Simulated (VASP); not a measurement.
# NiO (Pm-3m) in VASP: single point with r2SCAN

Aim: the single point of NiO with r2SCAN.

All numbers are computed with VASP 6.6.1; they aren't measurements. Logs are shortened: lines on timing, memory, paths and dates and some standing lists are left out, and cuts for length are marked.

### Step 1. The cell of the first run

Symmetry: Pm-3m, No. 221, cubic system. Conventional cell: a = 2.588 Å, b = 2.588 Å, c = 2.588 Å, α = 90.00°, β = 90.00°, γ = 90.00°. Ni (site symmetry m-3m) has 8 O at 2.24 Å and 6 Ni at 2.59 Å within 3.0 Å. Within 3.0 Å of O (site symmetry m-3m) lie 8 Ni at 2.24 Å and 6 O at 2.59 Å.

### Step 2. Single point, r2SCAN, collinear spin, ferromagnetic start

POSCAR reads:

```
NiO
1.0
    2.5875933767      0.0000000000      0.0000000000
    0.0000000000      2.5875933767      0.0000000000
    0.0000000000      0.0000000000      2.5875933767
Ni O
1 1
Direct
    0.0000000000      0.0000000000      0.0000000000
    0.5000000000      0.5000000000      0.5000000000
```

INCAR.step1 reads:

```
PREC = Accurate
ENCUT = 520
ISMEAR = 0
SIGMA = 0.1
LREAL = False
LASPH = True
NELM = 150
ISPIN = 2
MAGMOM = 1.67 0.56
LMAXMIX = 4
NBANDS = 19
GGA = PE
ALGO = Normal
EDIFF = 1E-4
LWAVE = True
LCHARG = False
```

INCAR.step2 reads:

```
PREC = Accurate
ENCUT = 520
EDIFF = 1E-6
ISMEAR = 0
SIGMA = 0.1
LREAL = False
LASPH = True
NELM = 150
ALGO = Normal
ISIF = 2
LWAVE = False
LCHARG = False
ISPIN = 2
MAGMOM = 1.67 0.56
LORBIT = 11
LMAXMIX = 4
METAGGA = R2SCAN
LMIXTAU = True
NBANDS = 19
ISTART = 1
```

KPOINTS reads:

```
Automatic mesh
0
Gamma
  22 22 22
```

Potentials or basis: VASP PAW PBE potentials, release 64 (Ni, O).

On the command line:

```bash
$ cat potpaw_PBE.64/Ni/POTCAR potpaw_PBE.64/O/POTCAR > POTCAR
$ cp INCAR.step1 INCAR
$ mpirun -np 1 vasp_std > vasp.out
$ cp INCAR.step2 INCAR
$ mpirun -np 1 vasp_std > vasp.out
```

OUTCAR:

```text
PREC = Accurate
   ENCUT = 520
   EDIFF = 1E-6
   ISMEAR = 0
   LREAL = False
   LASPH = True
   NELM = 150
   ISIF = 2
   ISPIN = 2
   LORBIT = 11
   METAGGA = R2SCAN
   ISTART = 1

 ion  position               nearest neighbor table
   1  0.000  0.000  0.000-   2 2.24   2 2.24   2 2.24   2 2.24   2 2.24   2 2.24   2 2.24   2 2.24

   2  0.500  0.500  0.500-   1 2.24   1 2.24   1 2.24   1 2.24   1 2.24   1 2.24   1 2.24   1 2.24

  LATTYP: Found a simple cubic cell.
 ALAT       =     2.5875933767

  Lattice vectors:

 A1 = (   2.5875933767,   0.0000000000,   0.0000000000)
 A2 = (   0.0000000000,   2.5875933767,   0.0000000000)
 A3 = (   0.0000000000,   0.0000000000,   2.5875933767)

Analysis of symmetry for initial positions (statically):
=====================================================================
 Subroutine PRICEL returns:
 Original cell was already a primitive cell.

 Routine SETGRP: Setting up the symmetry group for a
 simple cubic supercell.

 Subroutine GETGRP returns: Found 48 space group operations
 (whereof 48 operations were pure point group operations)
 out of a pool of 48 trial point group operations.

The static configuration has the point symmetry O_h .

Analysis of symmetry for dynamics (positions and initial velocities):
=====================================================================
 Subroutine PRICEL returns:
 Original cell was already a primitive cell.

 Routine SETGRP: Setting up the symmetry group for a
 simple cubic supercell.

 Subroutine GETGRP returns: Found 48 space group operations
 (whereof 48 operations were pure point group operations)
 out of a pool of 48 trial point group operations.

The dynamic configuration has the point symmetry O_h .

Analysis of structural, dynamic, and magnetic symmetry:
=====================================================================
 Subroutine PRICEL returns:
 Original cell was already a primitive cell.

 Routine SETGRP: Setting up the symmetry group for a
 simple cubic supercell.

 Subroutine GETGRP returns: Found 48 space group operations
 (whereof 48 operations were pure point group operations)
 out of a pool of 48 trial point group operations.

The overall configuration has the point symmetry O_h .

 Subroutine INISYM returns: Found 48 space group operations
 (whereof 48 operations are pure point group operations),
 and found     1 'primitive' translations

----------------------------------------------------------------------------------------

                                     Primitive cell

  volume of cell :      17.3256

  direct lattice vectors                    reciprocal lattice vectors
     2.587593377  0.000000000  0.000000000     0.386459484  0.000000000  0.000000000
     0.000000000  2.587593377  0.000000000     0.000000000  0.386459484  0.000000000
     0.000000000  0.000000000  2.587593377     0.000000000  0.000000000  0.386459484

  length of vectors
     2.587593377  2.587593377  2.587593377     0.386459484  0.386459484  0.386459484

  position of ions in fractional coordinates (direct lattice)
     0.000000000  0.000000000  0.000000000
     0.500000000  0.500000000  0.500000000

  ion indices of the primitive-cell ions
   primitive index   ion index
                 1           1
                 2           2

----------------------------------------------------------------------------------------

 KPOINTS: Automatic mesh

Automatic generation of k-mesh.
 Grid dimensions read from file:
 generate k-points for:   22   22   22

 Generating k-lattice:

  Cartesian coordinates                     Fractional coordinates (reciprocal lattice)
     0.017566340  0.000000000  0.000000000     0.045454545  0.000000000  0.000000000
     0.000000000  0.017566340  0.000000000     0.000000000  0.045454545  0.000000000
     0.000000000  0.000000000  0.017566340     0.000000000  0.000000000  0.045454545

  Length of vectors
     0.017566340  0.017566340  0.017566340

  Shift w.r.t. Gamma in fractional coordinates (k-lattice)
     0.000000000  0.000000000  0.000000000

 Subroutine IBZKPT returns following result:
 ===========================================

 Found    364 irreducible k-points:

 Following reciprocal coordinates:
            Coordinates               Weight
  0.000000  0.000000  0.000000      1.000000
  0.045455  0.000000  0.000000      6.000000
  0.090909  0.000000  0.000000      6.000000
  0.136364  0.000000  0.000000      6.000000
  0.181818  0.000000  0.000000      6.000000
  0.227273  0.000000  0.000000      6.000000
[... 16 lines left out ...]
  0.500000  0.045455  0.000000     12.000000
  0.090909  0.090909  0.000000     12.000000
 [... further k-points ...]
   k-points           NKPTS =    364   k-points in BZ     NKDIM =    364   number of bands    NBANDS=     19
   number of dos      NEDOS =    301   number of ions     NIONS =      2
   total plane-waves  NPLWV =   8000
   dimension x,y,z NGX =    20 NGY =   20 NGZ =   20
   dimension x,y,z NGXF=    40 NGYF=   40 NGZF=   40
   ions per type =               1   1
   NGX,Y,Z   is equivalent  to a cutoff of  12.85, 12.85, 12.85 a.u.
   NGXF,Y,Z  is equivalent  to a cutoff of  25.70, 25.70, 25.70 a.u.
 SYSTEM =  unknown system
   PREC   = accura    normal or accurate (medium, high low for compatibility)
   ISTART =      1    job   : 0-new  1-cont  2-samecut
   ICHARG =      0    charge: 1-file 2-atom 10-const
   ISPIN  =      2    spin polarized calculation?
   LNONCOLLINEAR =      F non collinear calculations
   LSORBIT =      F    spin-orbit coupling
   LASPH  =      T    aspherical Exc in radial PAW
   ENCUT  =  520.0 eV  38.22 Ry    6.18 a.u.   4.81  4.81  4.81*2*pi/ulx,y,z
   NELM   =    150;   NELMIN=  2; NELMDL=  0     # of ELM steps
   EDIFF  = 0.1E-05   stopping-criterion for ELM
   LREAL  =      F    real-space projection
   EDIFFG = 0.1E-04   stopping-criterion for IOM
   NSW    =      0    number of steps for IOM
   IBRION =     -1    ionic relax: 0-MD 1-quasi-New 2-CG
   NFREE  =      0    steps in history (QN), initial steepest desc. (CG)
   ISIF   =      2    stress and relaxation
   ISYM   =      2    0-nonsym 1-usesym 2-fastsym
   POTIM  = 0.5000    time-step for ionic-motion
   TEBEG  =    0.0;   TEEND  =   0.0 temperature during run
   PSTRESS=    0.0 pullay stress
   NELECT =      16.0000    total number of electrons
   NUPDOWN=      -1.0000    fix difference up-down
   EMIN   =  10.00;   EMAX   =-10.00  energy-range for DOS
   EFERMI =   0.00;   METHOD = LEGACY
   ISMEAR =     0;   SIGMA  =   0.10  broadening in eV -4-tet -1-fermi 0-gaus
   EFERMI_NEDOS =   21; number of points for ismear=-14 and -15
   IALGO  =     38    algorithm
   IMIX   =      4    mixing-type and parameters
     AMIX     =   0.40;   BMIX     =  1.00
     AMIX_MAG =   1.60;   BMIX_MAG =  1.00
  volume/ion in A,a.u.               =       8.66        58.46
  Fermi-wavevector in a.u.,A,eV,Ry     =   1.594234  3.012666 34.580333  2.541583
  Thomas-Fermi vector in A             =   2.692340
   LORBIT       =     11    0 simple, 1 ext, 2 COOP (PROOUT), +10 PAW based schemes
   METAGGA = R2SCAN    functional components
   LHFCALC =     F    Hartree Fock is set to
   AEXX    =    0.0000 exact exchange contribution
   IVDW    =     0    specifies the selected vdW correction
   LEPSILON=     F    determine dielectric tensor
   LRPA    =     F    only Hartree local field effects (RPA)
 spin polarized calculation
 Gauss-broadening in eV      SIGMA  =   0.10
  energy-cutoff  :      520.00
  volume of cell :       17.33
 maximum number of plane-waves:       480
 NGX is ok and might be reduce to    20
   NGX =  9   NGY =  9   NGZ =  9

 number of electron      16.0000028 magnetization       1.9999787

 Free energy of the ion-electron system (eV)
  ---------------------------------------------------
  ext. energy  EPLUGINS =         0.00000000
  ---------------------------------------------------
  free energy    TOTEN  =       -18.43122436 eV

  energy without entropy =      -18.41991526  energy(sigma->0) =      -18.42556981

 E-fermi :   8.2709     XC(G=0): -13.8617

 val. band max:        8.2709129181   @ k =   0.4545   0.3636   0.2727
 cond. band min:       8.2710004436   @ k =   0.4545   0.1364   0.0909
 fundamental gap:      0.0000875255
 Fermi energy:         8.2709143656

 spin component 1

 k-point     1 :       0.0000    0.0000    0.0000
  band No.  band energies     occupation
      1     -13.3853      1.00000
      2       4.1304      1.00000
      3       4.1304      1.00000
      4       5.2000      1.00000
      5       5.2000      1.00000
      6       5.2000      1.00000
[... 11 lines left out ...]
     18      42.3656      0.00000
     19      43.2867      0.00000

 k-point     2 :       0.0455    0.0000    0.0000
  band No.  band energies     occupation
      1     -13.3640      1.00000
      2       4.0456      1.00000
      3       4.1363      1.00000
      4       4.9973      1.00000
      5       4.9974      1.00000
      6       5.1427      1.00000
[... 11 lines left out ...]
     18      41.5913      0.00000
     19      43.2948      0.00000

 k-point     3 :       0.0909    0.0000    0.0000
  band No.  band energies     occupation
      1     -13.3012      1.00000
      2       3.7400      1.00000
      3       4.1536      1.00000
      4       4.7346      1.00000
      5       4.7346      1.00000
      6       5.0824      1.00000
[... 434 lines left out ...]
      1     -12.1326      1.00000
      2      -0.5985      1.00000
      3       3.3908      1.00000
      4       3.4351      1.00000
      5       4.4443      1.00000
      6       5.4467      1.00000
[... 11 lines left out ...]
     18      40.4962      0.00000
     19      42.0911      0.00000

 k-point    24 :       0.0909    0.0909    0.0000
  band No.  band energies     occupation
      1     -13.2191      1.00000
      2       3.7052      1.00000
      3       3.7732      1.00000
      4       4.4917      1.00000
      5       4.5652      1.00000
      6       5.3512      1.00000
[... 11 lines left out ...]
     18      41.1634      0.00000
     19      43.9296      0.00000

 [... further k-points ...]

 spin component 2

 k-point     1 :       0.0000    0.0000    0.0000
  band No.  band energies     occupation
      1     -12.5246      1.00000
      2       4.9577      1.00000
      3       4.9580      1.00000
      4       6.3403      1.00000
      5       6.3403      1.00000
      6       6.3403      1.00000
[... 11 lines left out ...]
     18      42.6897      0.00000
     19      43.8818      0.00000

 k-point     2 :       0.0455    0.0000    0.0000
  band No.  band energies     occupation
      1     -12.5012      1.00000
      2       4.8791      1.00000
      3       4.9645      1.00000
      4       6.2453      1.00000
      5       6.3053      1.00000
      6       6.3053      1.00000
[... 11 lines left out ...]
     18      41.9933      0.00000
     19      43.8887      0.00000

 k-point     3 :       0.0909    0.0000    0.0000
  band No.  band energies     occupation
      1     -12.4320      1.00000
      2       4.5796      1.00000
      3       4.9843      1.00000
      4       6.1121      1.00000
      5       6.2098      1.00000
      6       6.2098      1.00000
[... 434 lines left out ...]
      1     -11.1174      1.00000
      2      -0.0858      1.00000
      3       5.2019      1.00000
      4       5.2776      1.00000
      5       5.3179      1.00000
      6       7.6698      1.00000
[... 11 lines left out ...]
     18      41.0922      0.00000
     19      42.4444      0.00000

 k-point    24 :       0.0909    0.0909    0.0000
  band No.  band energies     occupation
      1     -12.3414      1.00000
      2       4.6124      1.00000
      3       4.6510      1.00000
      4       5.5996      1.00000
      5       6.1218      1.00000
      6       6.5655      1.00000
[... 11 lines left out ...]
     18      41.4487      0.00000
     19      44.5673      0.00000

 [... further k-points ...]

------------------------ aborting loop because EDIFF is reached ----------------------------------------

  FORCE on cell =-STRESS in cart. coord.  units (eV):
  Direction    XX          YY          ZZ          XY          YZ          ZX
  --------------------------------------------------------------------------------------
  -------------------------------------------------------------------------------------
  Total        0.0330464      0.0330464      0.0330464     -0.0000000     -0.0000000      0.0000000
  in kB        3.0559544      3.0559544      3.0559544     -0.0000000     -0.0000000      0.0000000
  external PRESSURE =       3.0559544 kB  Pullay stress =       0.0000000 kB

 VOLUME and BASIS-vectors are now :
 -----------------------------------------------------------------------------
  energy-cutoff  :      520.00
  volume of cell :       17.33
      direct lattice vectors                 reciprocal lattice vectors
     2.587593377  0.000000000  0.000000000     0.386459484  0.000000000  0.000000000
     0.000000000  2.587593377  0.000000000     0.000000000  0.386459484  0.000000000
     0.000000000  0.000000000  2.587593377     0.000000000  0.000000000  0.386459484

 POSITION                                       TOTAL-FORCE (eV/Angst)
 -----------------------------------------------------------------------------------
      0.00000      0.00000      0.00000         0.000000      0.000000      0.000000
      1.29380      1.29380      1.29380         0.000000      0.000000      0.000000
 -----------------------------------------------------------------------------------
    total drift:                               -0.000000      0.000000      0.000000

  FREE ENERGIE OF THE ION-ELECTRON SYSTEM (eV)
  ---------------------------------------------------
  free  energy   TOTEN  =       -18.4312243604 eV

  energy  without entropy=      -18.4199152563  energy(sigma->0) =      -18.42556981

 total charge

# of ion       s       p       d       tot
------------------------------------------
    1        0.309   0.365   8.255   8.929
    2        1.590   3.365   0.000   4.955
--------------------------------------------------
tot          1.900   3.730   8.255  13.885

 magnetization (x)

# of ion       s       p       d       tot
------------------------------------------
    1       -0.011  -0.007   1.502   1.484
    2        0.014   0.472   0.000   0.486
--------------------------------------------------
tot          0.003   0.465   1.502   1.971
```

It took 16 min on 1 thread of AMD EPYC 9755, shared host; peak memory 0.24 GiB.

What came out:

| Property | Result |
| --- | --- |
| Free energy | -18.4312 eV |
| Pressure | 0.3 GPa |
| Band gap on the k mesh | zero (filled and empty bands overlap) |
| Net moment | 2.00 μB per cell |
| Site moments | Ni +1.48; O +0.49 μB |
| Valence electrons inside the program's atomic spheres | Ni 8.93; O 4.96 |

Caveat: the PAW data sets were made with another functional, which shifts forces and pressure a little; a cell with one magnetic atom can't hold antiferromagnetic order, which such compounds often take; semilocal functionals often make such compounds metallic where correlation or magnetic order opens a gap, which also shifts bond lengths.
